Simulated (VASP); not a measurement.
Wanted: the native input for a VASP 6.6.1 run.

| Item | Value |
| --- | --- |
| Task | single point |
| Functional | PBE |
| Potentials or basis | VASP PAW PBE potentials, release 64 (In_d, Sb, As) |
| Cutoff | 520 eV |
| k mesh | 4 × 4 × 4 |
| Occupations | gaussian, width 0.2 eV |
| Spin | no spin polarisation |
| Dipole correction | no |
| Further INCAR settings | ALGO = Normal; EDIFF = 1e-06; NBANDS = 36 |

The structure of In3Sb2As lies in POSCAR:

```
In3Sb2As
1.0
   -2.8283933899      2.8283933899      5.9107524151
    2.8283933899     -2.8283933899      5.9107524151
    2.8283933899      2.8283933899     -5.9107524151
In Sb As
3 2 1
Direct
    0.5000000000      0.0000000000      0.5000000000
    0.0000000000      0.5000000000      0.5000000000
    0.5000000000      0.5000000000      0.0000000000
    0.7500000000      0.2500000000      0.5000000000
    0.2500000000      0.7500000000      0.5000000000
    0.0000000000      0.0000000000      0.0000000000
```

The cell was generated, and may not be a known phase.

One way to write it, as run:

INCAR

```
SYSTEM = In3Sb2As
PREC     = Accurate       ! precision mode
ENCUT    = 520            ! plane-wave cutoff, eV
EDIFF    = 1E-6           ! SCF threshold, eV
ISMEAR   = 0              ! smearing method
SIGMA    = 0.2            ! smearing width, eV
LREAL    = .False.        ! projectors in reciprocal space
LASPH    = .True.         ! aspherical terms in the spheres
NELM     = 60             ! most SCF steps
ALGO     = Normal         ! electronic algorithm
ISIF     = 2              ! what is computed and relaxed
LWAVE    = .False.        ! write WAVECAR
LCHARG   = .False.        ! write CHGCAR
GGA      = PE             ! functional
NBANDS   = 36             ! bands
```

KPOINTS

```
Automatic mesh
0
Gamma
  4 4 4
  0 0 0
```

Potentials or basis: VASP PAW PBE potentials, release 64 (In_d, Sb, As).

The run is started by

```console
$ cat potpaw_PBE.64/In_d/POTCAR potpaw_PBE.64/Sb/POTCAR potpaw_PBE.64/As/POTCAR > POTCAR
$ mpirun -np 1 vasp_std > vasp.out
```

It gave:

- Pressure: 0.1 GPa
- Band gap on the k mesh: zero (bands 27 and 28 overlap by 1.65 eV)

Caveat: spin-orbit coupling is left out, which moves the levels of the heavy elements.

It took 88 s on 1 thread of Intel(R) Xeon(R) Platinum 8488C (Sapphire Rapids), with other jobs on the host, peak memory 0.43 GiB.
